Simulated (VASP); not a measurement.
# Sb (P4/mmm) in VASP: a series of runs

Runs on Sb. Level: r2SCAN. Tasks: single point.

Everything below comes from runs of VASP 6.6.1. Logs are shortened: lines on timing, memory, paths and dates and some standing lists are left out, and cuts for length are marked.

## Step 1: The cell of the first run

The structure is tetragonal, space group P4/mmm (No. 123). Conventional cell: a = 3.160 Å, b = 3.160 Å, c = 3.575 Å, α = 90.00°, β = 90.00°, γ = 90.00°. Sb (site symmetry 4/mmm) has 6 Sb at 3.16 to 3.57 Å within 4.2 Å.

## Step 2: Single point, r2SCAN (strain +0.1312 x Voigt [0, 1, 0, 0, 0, 0])

POSCAR

```
Sb
1.0
    3.1600000000      0.0000000000      0.0000000000
    0.0000000000      3.5745920000      0.0000000000
    0.0000000000      0.0000000000      3.1600000000
Sb
1
Direct
    0.0000000000      0.0000000000      0.0000000000
```

INCAR.step1

```
SYSTEM = Sb
PREC     = Accurate       ! precision mode
ENCUT    = 520            ! plane-wave cutoff, eV
ISMEAR   = 0              ! smearing method
SIGMA    = 0.15           ! smearing width, eV
LREAL    = .False.        ! projectors in reciprocal space
LASPH    = .True.         ! aspherical terms in the spheres
NELM     = 80             ! most SCF steps
NBANDS   = 8              ! bands
GGA      = PE             ! functional
ALGO     = Normal         ! electronic algorithm
EDIFF    = 1E-4           ! SCF threshold, eV
LWAVE    = .True.         ! write WAVECAR
LCHARG   = .False.        ! write CHGCAR
```

INCAR.step2

```
SYSTEM = Sb
PREC     = Accurate       ! precision mode
ENCUT    = 520            ! plane-wave cutoff, eV
EDIFF    = 1E-6           ! SCF threshold, eV
ISMEAR   = 0              ! smearing method
SIGMA    = 0.15           ! smearing width, eV
LREAL    = .False.        ! projectors in reciprocal space
LASPH    = .True.         ! aspherical terms in the spheres
NELM     = 80             ! most SCF steps
ALGO     = Normal         ! electronic algorithm
ISIF     = 2              ! what is computed and relaxed
LWAVE    = .False.        ! write WAVECAR
LCHARG   = .False.        ! write CHGCAR
METAGGA  = R2SCAN         ! meta-GGA
LMIXTAU  = .True.       
NBANDS   = 8              ! bands
ISTART   = 1
```

KPOINTS

```
regular mesh
0
Gamma
  16 16 16
  0 0 0
```

Potentials or basis: VASP PAW PBE potentials, release 64 (Sb).

The run is started by

```bash
$ cat potpaw_PBE.64/Sb/POTCAR > POTCAR
$ cp INCAR.step1 INCAR
$ mpirun -np 1 vasp_std > vasp.out
$ cp INCAR.step2 INCAR
$ mpirun -np 1 vasp_std > vasp.out
```

OUTCAR:

```text
SYSTEM = Sb
   PREC = Accurate
   ENCUT = 520
   EDIFF = 1E-6
   ISMEAR = 0
   LREAL = .False.
   LASPH = .True.
   NELM = 80
   ISIF = 2
   METAGGA = R2SCAN
   ISTART = 1

 ion  position               nearest neighbor table
   1  0.000  0.000  0.000-

  LATTYP: Found a simple tetragonal cell.
 ALAT       =     3.1600000000
 C/A-ratio  =     1.1312000000

  Lattice vectors:

 A1 = (  -3.1600000000,   0.0000000000,   0.0000000000)
 A2 = (   0.0000000000,   0.0000000000,   3.1600000000)
 A3 = (   0.0000000000,   3.5745920000,   0.0000000000)

Analysis of symmetry for initial positions (statically):
=====================================================================
 Subroutine PRICEL returns:
 Original cell was already a primitive cell.

 Routine SETGRP: Setting up the symmetry group for a
 simple tetragonal supercell.

 Subroutine GETGRP returns: Found 16 space group operations
 (whereof 16 operations were pure point group operations)
 out of a pool of 16 trial point group operations.

The static configuration has the point symmetry D_4h.

Analysis of symmetry for dynamics (positions and initial velocities):
=====================================================================
 Subroutine PRICEL returns:
 Original cell was already a primitive cell.

 Routine SETGRP: Setting up the symmetry group for a
 simple tetragonal supercell.

 Subroutine GETGRP returns: Found 16 space group operations
 (whereof 16 operations were pure point group operations)
 out of a pool of 16 trial point group operations.

The dynamic configuration has the point symmetry D_4h.

 Subroutine INISYM returns: Found 16 space group operations
 (whereof 16 operations are pure point group operations),
 and found     1 'primitive' translations

----------------------------------------------------------------------------------------

                                     Primitive cell

  volume of cell :      35.6944

  direct lattice vectors                    reciprocal lattice vectors
     3.160000000  0.000000000  0.000000000     0.316455696  0.000000000  0.000000000
     0.000000000  3.574592000  0.000000000     0.000000000  0.279752207  0.000000000
     0.000000000  0.000000000  3.160000000     0.000000000  0.000000000  0.316455696

  length of vectors
     3.160000000  3.574592000  3.160000000     0.316455696  0.279752207  0.316455696

  position of ions in fractional coordinates (direct lattice)
     0.000000000  0.000000000  0.000000000

  ion indices of the primitive-cell ions
   primitive index   ion index
                 1           1

----------------------------------------------------------------------------------------

 KPOINTS: regular mesh

Automatic generation of k-mesh.
 Grid dimensions read from file:
 generate k-points for:   16   16   16

 Generating k-lattice:

  Cartesian coordinates                     Fractional coordinates (reciprocal lattice)
     0.019778481  0.000000000  0.000000000     0.062500000  0.000000000  0.000000000
     0.000000000  0.017484513  0.000000000     0.000000000  0.062500000  0.000000000
     0.000000000  0.000000000  0.019778481     0.000000000  0.000000000  0.062500000

  Length of vectors
     0.019778481  0.017484513  0.019778481

  Shift w.r.t. Gamma in fractional coordinates (k-lattice)
     0.000000000  0.000000000  0.000000000

 Subroutine IBZKPT returns following result:
 ===========================================

 Found    405 irreducible k-points:

 Following reciprocal coordinates:
            Coordinates               Weight
  0.000000  0.000000  0.000000      1.000000
  0.062500  0.000000  0.000000      4.000000
  0.125000  0.000000  0.000000      4.000000
  0.187500  0.000000  0.000000      4.000000
  0.250000  0.000000  0.000000      4.000000
  0.312500  0.000000  0.000000      4.000000
[... 16 lines left out ...]
  0.250000  0.125000  0.000000      8.000000
  0.312500  0.125000  0.000000      8.000000
 [... further k-points ...]
   k-points           NKPTS =    405   k-points in BZ     NKDIM =    405   number of bands    NBANDS=      8
   number of dos      NEDOS =    301   number of ions     NIONS =      1
   total plane-waves  NPLWV =  16128
   dimension x,y,z NGX =    24 NGY =   28 NGZ =   24
   dimension x,y,z NGXF=    48 NGYF=   56 NGZF=   48
   ions per type =               1
   NGX,Y,Z   is equivalent  to a cutoff of  12.63, 13.02, 12.63 a.u.
   NGXF,Y,Z  is equivalent  to a cutoff of  25.25, 26.04, 25.25 a.u.
 SYSTEM =  Sb
   PREC   = accura    normal or accurate (medium, high low for compatibility)
   ISTART =      1    job   : 0-new  1-cont  2-samecut
   ICHARG =      0    charge: 1-file 2-atom 10-const
   ISPIN  =      1    spin polarized calculation?
   LNONCOLLINEAR =      F non collinear calculations
   LSORBIT =      F    spin-orbit coupling
   LASPH  =      T    aspherical Exc in radial PAW
   ENCUT  =  520.0 eV  38.22 Ry    6.18 a.u.   5.88  6.65  5.88*2*pi/ulx,y,z
   NELM   =     80;   NELMIN=  2; NELMDL=  0     # of ELM steps
   EDIFF  = 0.1E-05   stopping-criterion for ELM
   LREAL  =      F    real-space projection
   EDIFFG = 0.1E-04   stopping-criterion for IOM
   NSW    =      0    number of steps for IOM
   IBRION =     -1    ionic relax: 0-MD 1-quasi-New 2-CG
   NFREE  =      0    steps in history (QN), initial steepest desc. (CG)
   ISIF   =      2    stress and relaxation
   ISYM   =      2    0-nonsym 1-usesym 2-fastsym
   POTIM  = 0.5000    time-step for ionic-motion
   TEBEG  =    0.0;   TEEND  =   0.0 temperature during run
   PSTRESS=    0.0 pullay stress
   NELECT =       5.0000    total number of electrons
   NUPDOWN=      -1.0000    fix difference up-down
   EMIN   =  10.00;   EMAX   =-10.00  energy-range for DOS
   EFERMI =   0.00;   METHOD = LEGACY
   ISMEAR =     0;   SIGMA  =   0.15  broadening in eV -4-tet -1-fermi 0-gaus
   EFERMI_NEDOS =   21; number of points for ismear=-14 and -15
   IALGO  =     38    algorithm
   IMIX   =      4    mixing-type and parameters
     AMIX     =   0.40;   BMIX     =  1.00
     AMIX_MAG =   1.60;   BMIX_MAG =  1.00
  volume/ion in A,a.u.               =      35.69       240.88
  Fermi-wavevector in a.u.,A,eV,Ry     =   0.850220  1.606683  9.835297  0.722874
  Thomas-Fermi vector in A             =   1.966163
   LORBIT       =      0    0 simple, 1 ext, 2 COOP (PROOUT), +10 PAW based schemes
   METAGGA = R2SCAN    functional components
   LHFCALC =     F    Hartree Fock is set to
   AEXX    =    0.0000 exact exchange contribution
   IVDW    =     0    specifies the selected vdW correction
   LEPSILON=     F    determine dielectric tensor
   LRPA    =     F    only Hartree local field effects (RPA)
 non-spin polarized calculation
 Gauss-broadening in eV      SIGMA  =   0.15
  energy-cutoff  :      520.00
  volume of cell :       35.69
 maximum number of plane-waves:       984
 NGX is ok and might be reduce to    24
   NGX = 11   NGY = 13   NGZ = 11

 number of electron       5.0000000 magnetization

 Free energy of the ion-electron system (eV)
  ---------------------------------------------------
  ext. energy  EPLUGINS =         0.00000000
  ---------------------------------------------------
  free energy    TOTEN  =       -25.41254245 eV

  energy without entropy =      -25.40536892  energy(sigma->0) =      -25.40895568

 E-fermi :   4.9438     XC(G=0):  -9.3082

 val. band max:        4.9217020053   @ k =   0.1250   0.1250   0.0000
 cond. band min:       4.9444577897   @ k =   0.2500   0.4375   0.1250
 fundamental gap:      0.0227557845
 Fermi energy:         4.9437822016

 k-point     1 :       0.0000    0.0000    0.0000
  band No.  band energies     occupation
      1      -6.8462      2.00000
      2       6.0530      0.00000
      3       8.9057      0.00000
      4       8.9057      0.00000
      5      10.6318      0.00000
      6      12.7213      0.00000
      7      13.9555      0.00000
      8      21.9120      0.00000

 k-point     2 :       0.0625    0.0000    0.0000
  band No.  band energies     occupation
      1      -6.7892      2.00000
      2       6.1076      0.00000
      3       8.1740      0.00000
      4       8.9614      0.00000
      5      10.6890      0.00000
      6      13.0788      0.00000
      7      14.4421      0.00000
      8      21.0581      0.00000

 k-point     3 :       0.1250    0.0000    0.0000
  band No.  band energies     occupation
      1      -6.6193      2.00000
      2       6.2682      0.00000
      3       6.7312      0.00000
      4       9.1255      0.00000
      5      10.8492      0.00000
      6      13.4205      0.00000
      7      15.8767      0.00000
      8      19.7778      0.00000

 k-point     4 :       0.1875    0.0000    0.0000
  band No.  band energies     occupation
      1      -6.3408      2.00000
      2       5.1785      0.02692
      3       6.5250      0.00000
      4       9.3876      0.00000
      5      11.1113      0.00000
      6      13.7073      0.00000
      7      17.6129      0.00000
      8      18.5082      0.00000

 k-point     5 :       0.2500    0.0000    0.0000
  band No.  band energies     occupation
      1      -5.9633      2.00000
      2       3.6887      2.00000
      3       6.8592      0.00000
      4       9.7280      0.00000
      5      11.4746      0.00000
      6      14.0440      0.00000
      7      17.3206      0.00000
      8      18.6015      0.00000
[... 177 lines left out ...]
 k-point    22 :       0.1875    0.1250    0.0000
  band No.  band energies     occupation
      1      -6.2058      2.00000
      2       5.1560      0.04539
      3       5.3394      0.00019
      4       9.5081      0.00000
      5      12.7542      0.00000
      6      13.8369      0.00000
      7      16.6413      0.00000
      8      18.1899      0.00000

 k-point    23 :       0.2500    0.1250    0.0000
  band No.  band energies     occupation
      1      -5.8280      2.00000
      2       3.8161      2.00000
      3       5.5366      0.00000
      4       9.8486      0.00000
      5      13.0311      0.00000
      6      14.0907      0.00000
      7      15.7345      0.00000
      8      19.6779      0.00000

 k-point    24 :       0.3125    0.1250    0.0000
  band No.  band energies     occupation
      1      -5.3717      2.00000
      2       2.4663      2.00000
      3       5.9373      0.00000
      4      10.2341      0.00000
      5      13.1979      0.00000
      6      14.1379      0.00000
      7      15.2810      0.00000
      8      18.9586      0.00000

 [... further k-points ...]

------------------------ aborting loop because EDIFF is reached ----------------------------------------

  FORCE on cell =-STRESS in cart. coord.  units (eV):
  Direction    XX          YY          ZZ          XY          YZ          ZX
  --------------------------------------------------------------------------------------
  -------------------------------------------------------------------------------------
  Total       -1.0675593     -2.2071122     -1.0675593      0.0000000      0.0000000      0.0000000
  in kB      -47.9183580    -99.0682167    -47.9183580      0.0000000      0.0000000      0.0000000
  external PRESSURE =     -64.9683109 kB  Pullay stress =       0.0000000 kB

 VOLUME and BASIS-vectors are now :
 -----------------------------------------------------------------------------
  energy-cutoff  :      520.00
  volume of cell :       35.69
      direct lattice vectors                 reciprocal lattice vectors
     3.160000000  0.000000000  0.000000000     0.316455696  0.000000000  0.000000000
     0.000000000  3.574592000  0.000000000     0.000000000  0.279752207  0.000000000
     0.000000000  0.000000000  3.160000000     0.000000000  0.000000000  0.316455696

 POSITION                                       TOTAL-FORCE (eV/Angst)
 -----------------------------------------------------------------------------------
      0.00000      0.00000      0.00000         0.000000      0.000000      0.000000
 -----------------------------------------------------------------------------------
    total drift:                               -0.000000      0.000000      0.000000

  FREE ENERGIE OF THE ION-ELECTRON SYSTEM (eV)
  ---------------------------------------------------
  free  energy   TOTEN  =       -25.4125424459 eV

  energy  without entropy=      -25.4053689224  energy(sigma->0) =      -25.40895568
```

Run time: 77 s. Hardware: 1 thread of Intel Xeon 6975P-C (Granite Rapids), shared host; peak memory 0.23 GiB.

Results:

```yaml
Free_energy: -25.4125 eV
Pressure: -6.5 GPa
Band_gap_on_the_k_mesh: zero (an odd number of electrons rules out a gap without spin polarisation)
```

Levels at points of the mesh, in eV from the Fermi level:
| k point | band 1 | band 2 | band 3 | band 4 | band 5 | band 6 | band 7 | band 8 |
| --- | --- | --- | --- | --- | --- | --- | --- | --- |
| (0.00, 0.00, 0.00) | -11.79 | 1.11 | 3.96 | 3.96 | 5.69 | 7.78 | 9.01 | 16.97 |
| (0.50, 0.00, 0.00) | -9.37 | -4.87 | 3.06 | 5.94 | 8.41 | 9.68 | 9.77 | 11.60 |
| (0.00, 0.50, 0.00) | -10.60 | -4.47 | 4.93 | 4.93 | 8.90 | 11.24 | 11.87 | 12.54 |
| (0.50, 0.50, 0.00) | -8.12 | -3.82 | -2.34 | 3.10 | 6.90 | 12.50 | 13.43 | 13.69 |
| (0.50, 0.00, 0.50) | -6.74 | -2.92 | -2.92 | 3.27 | 5.00 | 11.63 | 11.80 | 11.80 |
| (0.50, 0.50, 0.50) | -5.35 | -1.97 | -1.97 | -0.33 | 4.90 | 5.83 | 5.83 | 7.95 |

Caveat: the cell differs from its parent crystal (strain +0.1312 x Voigt [0, 1, 0, 0, 0, 0]); the cell stands under tension; the PAW data sets were made with another functional, which shifts forces and pressure a little; spin-orbit coupling is left out, which moves the levels of the heavy elements.

[end of part 1 of 2]
